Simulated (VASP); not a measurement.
Here is a VASP 6.6.1 calculation.

INCAR

```
SYSTEM = Ir
PREC = Accurate ; ENCUT = 520
EDIFF = 1E-7 ; ISMEAR = -1
SIGMA = 0.05 ; LREAL = .False.
LASPH = .True. ; NELM = 80
ALGO = Normal ; ISIF = 2
LWAVE = .False. ; LCHARG = .False.
GGA = RE ; IVDW = 12
NBANDS = 10
```

KPOINTS

```
Automatic mesh
0
Gamma
  12 12 12
  0 0 0
```

POSCAR

```
Ir
1.0
    0.0000000000      1.9115252681      1.9115252681
    1.9115252681      0.0000000000      1.9115252681
    1.9115252681      1.9115252681      0.0000000000
Ir
1
Direct
    0.0000000000      0.0000000000      0.0000000000
```

Potentials or basis: VASP PAW PBE potentials, release 64 (Ir).

Command:

```bash
$ cat potpaw_PBE.64/Ir/POTCAR > POTCAR
$ mpirun -np 1 vasp_std > vasp.out
```

Task: What does it give for the dispersion energy per atom?

Result: -1.398 eV.

Task: Predict the pressure.

Result: 0.7 GPa.

Caveat: the PAW data sets were made with another functional, which shifts forces and pressure a little; pairwise dispersion overbinds metals, which lowers pressure and volume.
